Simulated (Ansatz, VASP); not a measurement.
# One calculation of Ti, two programs

```
CELL_PARAMETERS angstrom
4.45017 0.00000 0.00000
-2.22509 3.85396 0.00000
0.00000 0.00000 2.77078
ATOMIC_POSITIONS crystal
Ti 0.00000 0.00000 0.00000
Ti 0.33333 0.66667 0.50000
Ti 0.66667 0.33333 0.50000
```

Alike in both runs: functional LDA; k mesh 15 × 15 × 20; occupations gaussian, width 0.1 eV; no spin polarisation.

Ansatz relaxed the structure, and its values are those at the end. VASP's run is a single point on that final structure, the one shown.

|  | VASP | Ansatz |
| --- | --- | --- |
| version | VASP 6.6.1 | Ansatz 0.2.0 |
| potentials or method | VASP PAW LDA potentials, release 64 (Ti_sv), cutoff 520 eV | scalar-relativistic, plane waves, PAW |
| valence electrons in the cell | 36 | 36 |

Ansatz gave:

```
gap on the k mesh at the Fermi level (eV) : none
pressure (GPa)                            : 0.0
```

Problem. What did VASP give for the same quantities?

Solution. gap on the k mesh at the Fermi level (eV): none; pressure (GPa): -0.5.

Ansatz warns that its potentials were made for another functional, while VASP's fit it. LDA's correlation is that of Perdew and Zunger in VASP and of Perdew and Wang (1992) in Ansatz. A gap of «none» marks a metal or a gap that the smearing closes.
